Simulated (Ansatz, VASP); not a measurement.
# TaN: VASP beside Ansatz

Contents of INCAR:

```
ALGO = Normal ; EDIFF = 1E-8
ENCUT = 520 ; GGA = PE
ISIF = 2 ; ISMEAR = -1
LASPH = T ; LCHARG = F
LEFG = T ; LREAL = F
LWAVE = F ; NBANDS = 24
NELM = 80 ; PREC = Accurate
SIGMA = 0.01
```

The input KPOINTS:

```
k-points
0
Gamma
  9 9 5
```

The input POSCAR:

```
TaN
1.0
    3.0195010796      0.0000000000      0.0000000000
   -1.5097505398      2.6149646417      0.0000000000
    0.0000000000      0.0000000000      4.9400000000
Ta N
2 2
Direct
    0.3333333333      0.6666666667      0.0000000000
    0.6666666667      0.3333333333      0.5000000000
    0.3333333333      0.6666666667      0.3850000000
    0.6666666667      0.3333333333      0.8850000000
```

Input for Ansatz:

```yaml
crystal:
  lattice:
    - [3.0195010796, 0.0, 0.0]
    - [-1.5097505398, 2.6149646417, 0.0]
    - [0.0, 0.0, 4.94]
  atoms:
    - { symbol: Ta, position: [0.3333333333, 0.6666666667, 0.0] }
    - { symbol: Ta, position: [0.6666666667, 0.3333333333, 0.5] }
    - { symbol: "N", position: [0.3333333333, 0.6666666667, 0.385] }
    - { symbol: "N", position: [0.6666666667, 0.3333333333, 0.885] }
kpoints:
  mp_grid: { grid: [9, 9, 5] }
scf:
  occupations: { method: fermi_dirac, width: 0.01 }
hamiltonian:
  xc: pbe
  pseudopotentials: { kind: all_electron, datasets: crystal }
output:
  forces: true
  stress: true
  eigenvalues: true
  efg: { contact_densities: true }
```

Change from the starting cell: equal xx and yy strain of -1 %, crystal datasets.

Alike in both runs: task electric field gradients; functional PBE; k mesh 9 × 9 × 5; occupations fermi-dirac, width 0.01 eV; no spin polarisation.

|  | VASP | Ansatz |
| --- | --- | --- |
| version | VASP 6.6.1 | Ansatz 0.2.0 |
| potentials or method | VASP PAW PBE potentials, release 64 (Ta_pv, N), cutoff 520 eV | all-electron PAW with datasets made for the crystal, scalar-relativistic |

Ansatz gave:

* pressure (GPa): 150.4
* traceless stress, the component that is largest in VASP (GPa): -21.68
* rms of the force components (eV/Å): 1.675
* size of Vzz on the site where it differs most (V/Å²): 132.4

**Question.** Which values does VASP return?

**Answer.** Pressure (GPa): 156.4; traceless stress, the component that is largest in VASP (GPa): -22.58; rms of the force components (eV/Å): 1.718; size of Vzz on the site where it differs most (V/Å²): 139.4.

Atom by atom the forces differ by 0.043 eV/Å (rms over components). Both programs put the cell under a high pressure, so it lies far from rest at this level. Ansatz ran all-electron here, and VASP with PAW potentials.

Neither program's run includes spin-orbit coupling. Noted on VASP's run: the cell as given lies far from equilibrium.
